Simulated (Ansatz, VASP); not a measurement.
**One calculation of SrMg, two programs**

```xyz
2
Lattice="3.8415 0.0000 0.0000 0.0000 3.8415 0.0000 0.0000 0.0000 4.0170" Properties=species:S:1:pos:R:3 pbc="T T T"
Sr    1.9207    1.9207    2.0085
Mg    0.0000    0.0000    0.0000
```

Change from the starting cell: strain -0.015 along x and y, +0.030 along z, atoms carried along.

Alike in both runs: task single point; functional LDA; k mesh 12 × 12 × 12; occupations gaussian, width 0.15 eV; no spin polarisation.

```csv
,VASP,Ansatz
version,VASP 6.6.1,Ansatz 0.2.0
potentials or method,"VASP PAW LDA potentials, release 64 (Sr_sv, Mg), cutoff 520 eV","scalar-relativistic, plane waves, PAW"
valence electrons in the cell,12,20
```

VASP gave:

```
gap on the k mesh at the Fermi level (eV)                     : none
pressure (GPa)                                                : 3.3
traceless stress, the component that is largest in VASP (GPa) : -0.31
```

Q: Which values does Ansatz return?

A: gap on the k mesh at the Fermi level (eV): none; pressure (GPa): 3.5; traceless stress, the component that is largest in VASP (GPa): -0.30.

LDA's correlation is that of Perdew and Zunger in VASP and of Perdew and Wang (1992) in Ansatz. A gap of «none» marks a metal or a gap that the smearing closes. VASP's potentials hold 12 valence electrons a cell and Ansatz's 20, so a difference there can come from the potentials and not from the codes.
